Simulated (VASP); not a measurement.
Input of a VASP 6.6.1 run:

INCAR

```
PREC = Accurate ; ENCUT = 600
EDIFF = 1E-6 ; ISMEAR = 0
SIGMA = 0.02 ; LREAL = False
LASPH = True ; NELM = 120
ALGO = Normal ; ISIF = 2
LWAVE = False ; LCHARG = False
GGA = PE ; IVDW = 12
NBANDS = 18 ; GGA_COMPAT = False
```

The input KPOINTS:

```
Automatic mesh
0
Gamma
  6 6 6
```

File POSCAR:

```
HfO2
1.0
    0.0000000000      2.5221098594      2.5221098594
    2.5221098594      0.0000000000      2.5221098594
    2.5221098594      2.5221098594      0.0000000000
Hf O
1 2
Direct
    0.0000000000      0.0000000000      0.0000000000
    0.2500000000      0.2500000000      0.2500000000
    0.7500000000      0.7500000000      0.7500000000
```

Potentials or basis: VASP PAW PBE potentials, release 64 (Hf_pv, O).

Command:

```bash
$ cat potpaw_PBE.64/Hf_pv/POTCAR potpaw_PBE.64/O/POTCAR > POTCAR
$ mpirun -np 1 vasp_std > vasp.out
```

Predict the pressure.

0.3 GPa.

Predict the dispersion energy per atom.

-0.243 eV.

Predict the band gap on the k mesh.

3.84 eV.

Caveat: three body term missing; spin-orbit coupling is left out, which moves the levels of the heavy elements. A k mesh can miss the band edges.
